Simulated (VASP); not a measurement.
**Ru: single point with PBEsol**

Ru:

```
Ru
1.0
     2.70299    0.00000    0.00000
    -1.35149    2.34085    0.00000
     0.00000    0.00000    4.41263
Ru
2
Direct
  0.33333 0.66667 0.25000
  0.66667 0.33333 0.75000
```

This cell differs from its parent crystal: volume 13.960 Å^3 an atom, c/a of the conventional cell 1.6325.

| Property | Result |
| --- | --- |
| Program | VASP 6.6.1 |
| Task | single point |
| Functional | PBEsol |
| Potentials or basis | VASP PAW PBE potentials, release 64 (Ru_pv) |
| Cutoff | 520 eV |
| k mesh | 21 × 21 × 12 |
| Occupations | gaussian, width 0.15 eV |
| Spin | no spin polarisation |

```json
{
 "Pressure": "-14.6 GPa",
 "Band gap on the k mesh": "zero (band 14 reaches 13.75 eV, above the bottom of band 15 at 10.78 eV)"
}
```

Stress tensor (GPa, compression positive):
```
 -9.69   0.00   0.00
  0.00  -9.69   0.00
  0.00   0.00 -24.54
```

Levels at points of the mesh, in eV from the Fermi level:
```csv
k point,band 11,band 12,band 13,band 14,band 15,band 16,band 17,band 18
"(0.00, 0.00, 0.00)",-2.47,-1.89,-1.89,-1.11,-1.11,0.86,1.14,1.14
"(0.00, 0.00, 0.50)",-2.57,-2.57,-2.57,-2.57,0.51,0.51,0.51,0.51
```

It took 3.4 min on 1 thread of Intel(R) Xeon(R) Platinum 8259CL CPU @ 2.50GHz (Skylake/Cascade Lake), with other jobs on the host, peak memory 0.26 GiB.

Caveat: the PAW data sets were made with another functional, which shifts forces and pressure a little.
